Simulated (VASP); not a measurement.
# FeO (Wuestite): relaxation of shape and atoms at fixed volume with PBE+U

Crystal: FeO (Wuestite).

```
Fe O
1.0
     1.55328    0.89679    2.42861
    -1.55328    0.89679    2.42861
     0.00000   -1.79357    2.42861
Fe O
1 1
Direct
  0.00000 0.00000 0.00000
  0.50000 0.50000 0.50000
```

This cell differs from its parent crystal: volume scaled by 0.94.

| Property | Result |
| --- | --- |
| Program | VASP 6.6.1 |
| Task | relaxation of shape and atoms at fixed volume |
| Functional | PBE |
| Potentials or basis | VASP PAW PBE potentials, release 64 (Fe, O) |
| Cutoff | 600 eV |
| k mesh | 12 × 12 × 12 |
| Occupations | gaussian, width 0.02 eV |
| Spin | collinear spin, ferromagnetic start |
| Starting moments | [3.9, 0.17] μB |
| Hubbard terms | Fe d U = 5.3 eV |
| Dipole correction | no |
| Further INCAR settings | ALGO = Normal; EDIFF = 1e-06; IBRION = 2; EDIFFG = -0.01; NSW = 50; ISIF = 4 |

```yaml
Energy_gained_by_relaxing: 2.0 meV/atom
Ionic_steps: 3
Pressure_after_relaxing: -0.5 GPa
Band_gap_on_the_k_mesh: zero (filled and empty bands overlap)
Net_moment: 4.00 μB per cell
Site_moments: Fe +3.85; O +0.17 μB
Valence_electrons_inside_the_program's_atomic_spheres: Fe 6.74; O 5.01
```

Stress tensor (GPa, compression positive):
```
-0.47  0.00  0.00
 0.00 -0.47  0.00
 0.00  0.00 -0.60
```

The path:
```tsv
step	energy change (eV)	largest force (eV/Å)	pressure (GPa)	volume (Å³)
1	0.0000	0.0000	-0.66	20.30
2	-0.0021	0.0000	-0.59	20.30
3	-0.0040	0.0000	-0.52	20.30
```

Final structure:
```
Fe O
1.0
     1.53704    0.88741    2.48021
    -1.53704    0.88741    2.48021
     0.00000   -1.77482    2.48021
Fe O
1 1
Direct
  0.00000 0.00000 0.00000
  0.50000 0.50000 0.50000
```

Levels at points of the mesh, in eV from the Fermi level:
Spin up:
| k point | band 5 | band 6 | band 7 | band 8 | band 9 | band 10 | band 11 | band 12 | band 13 |
| --- | --- | --- | --- | --- | --- | --- | --- | --- | --- |
| (0.00, 0.00, 0.00) | -6.39 | -6.39 | -3.60 | -3.60 | -3.52 | -0.03 | 14.96 | 14.96 | 15.34 |
| (0.50, 0.00, 0.00) | -6.22 | -5.75 | -4.54 | -1.68 | -1.65 | 4.02 | 8.19 | 12.32 | 12.37 |
| (0.50, 0.50, 0.00) | -5.81 | -5.77 | -5.44 | -4.80 | -4.72 | 4.97 | 8.72 | 9.11 | 14.45 |
| (0.50, 0.50, 0.50) | -5.71 | -5.71 | -4.88 | -1.66 | -1.66 | 3.86 | 8.39 | 12.17 | 12.17 |
Spin down:
| k point | band 1 | band 2 | band 3 | band 4 | band 5 | band 6 | band 7 | band 8 | band 9 | band 10 |
| --- | --- | --- | --- | --- | --- | --- | --- | --- | --- | --- |
| (0.00, 0.00, 0.00) | -20.14 | -3.27 | -3.27 | -3.19 | -0.94 | -0.94 | 0.73 | 1.56 | 2.09 | 2.09 |
| (0.50, 0.00, 0.00) | -18.99 | -7.94 | -4.82 | -4.53 | 0.36 | 0.38 | 2.69 | 4.21 | 4.23 | 4.45 |
| (0.50, 0.50, 0.00) | -18.88 | -6.85 | -4.46 | -4.36 | -1.79 | 0.45 | 2.41 | 2.70 | 2.97 | 6.52 |
| (0.50, 0.50, 0.50) | -18.96 | -7.70 | -4.65 | -4.65 | 0.15 | 0.15 | 2.67 | 4.29 | 4.29 | 4.36 |

Eigenvalues of the final occupation matrices:
```
    site  spin  trace               eigenvalues
site 1 d     1   4.96  0.97 0.97 0.97 1.02 1.02
site 1 d     2   1.15  0.05 0.09 0.09 0.46 0.46
```

Run time: 2 min on 1 thread of Intel(R) Xeon(R) Platinum 8488C (Sapphire Rapids), on a shared host, peak memory 0.23 GiB.

Caveat: the cell differs from its parent crystal (volume scaled by 0.94); a cell with one magnetic atom can't hold antiferromagnetic order, which such compounds often take. The state reached can hang on the start; a lower one may exist.
